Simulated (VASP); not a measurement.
## Te: single point with PBE+D3(BJ)

Te:

```
CELL_PARAMETERS angstrom
3.81829 0.00000 0.00000
-1.90915 3.30674 0.00000
0.00000 0.00000 4.53805
ATOMIC_POSITIONS crystal
Te 0.33333 0.66667 0.25000
Te 0.66667 0.33333 0.75000
```

```
Program             : VASP 6.6.1
Task                : single point
Functional          : PBE
Dispersion          : D3(BJ)
Potentials or basis : VASP PAW PBE potentials, release 64 (Te)
Cutoff              : 520 eV
k mesh              : 6 × 6 × 3
Occupations         : fermi-dirac, width 0.05 eV
Spin                : no spin polarisation
```

| Item | Value |
| --- | --- |
| Pressure | 0.0 GPa |
| Band gap on the k mesh | zero (band 6 reaches 9.27 eV, above the bottom of band 7 at 6.04 eV) |
| Dispersion energy per atom | -0.511 eV |

Levels at points of the mesh, in eV from the Fermi level:
```csv
k point,band 4,band 5,band 6,band 7,band 8,band 9
"(0.00, 0.00, 0.00)",-1.11,-1.11,1.50,1.50,3.61,4.11
"(0.50, 0.00, 0.00)",-2.96,-2.90,-1.48,-0.79,2.29,3.00
```

Wall time 17 s on 1 thread of AMD EPYC 7R13 Processor (Zen 3), with other jobs on the host, peak memory 0.14 GiB.

Caveat: the k points lie up to 0.46 Å⁻¹ apart; spin-orbit coupling is left out, which moves the levels of the heavy elements; pairwise dispersion overbinds metals, which lowers pressure and volume.
